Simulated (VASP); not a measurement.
Runs of VASP 6.6.1 on Al. The structure is that of space group Fm-3m (No. 225), or close to it. The cells are those of the table. 

| cell | further INCAR settings | gap on the mesh (eV) | pressure (GPa) |
| --- | --- | --- | --- |
| a = 2.857 Å, angles 120.0, 120.0, 90.0°, 1 atom | ALGO = Fast; EDIFF = 1e-07; NBANDS = 8 | none | (b) |
| a = 2.886 Å, angles 120.0, 120.0, 90.0°, 1 atom | ALGO = Fast; EDIFF = 1e-06; NBANDS = 8 | none | -2.2 |
| a = 2.829 Å, angles 120.0, 120.0, 90.0°, 1 atom | ALGO = Fast; EDIFF = 1e-06; NBANDS = 8 | none | 2.5 |
| a = 2.738 Å, angles 120.0, 120.0, 90.0°, 1 atom | ALGO = Fast; EDIFF = 1e-06; NBANDS = 8 | none | 13.2 |
| a = 2.769 Å, angles 120.0, 120.0, 90.0°, 1 atom | ALGO = Fast; EDIFF = 1e-06; NBANDS = 8 | none | 9.0 |
| a = 2.799 Å, angles 120.0, 120.0, 90.0°, 1 atom | ALGO = Fast; EDIFF = 1e-07; NBANDS = 8 | none | (a) |

Alike in all rows: task single point; level PBE; potentials or basis VASP PAW PBE potentials, release 64 (Al); no spin polarisation; k mesh 26 × 26 × 26; cutoff (eV) 520; smearing gaussian 0.1 eV.

Q: Estimate the missing entries.

A: (a) 5.5; (b) 0.0.

Caveats: the cell stands under pressure (at least some runs).

A gap of «none» marks levels without a gap at the run's occupations.
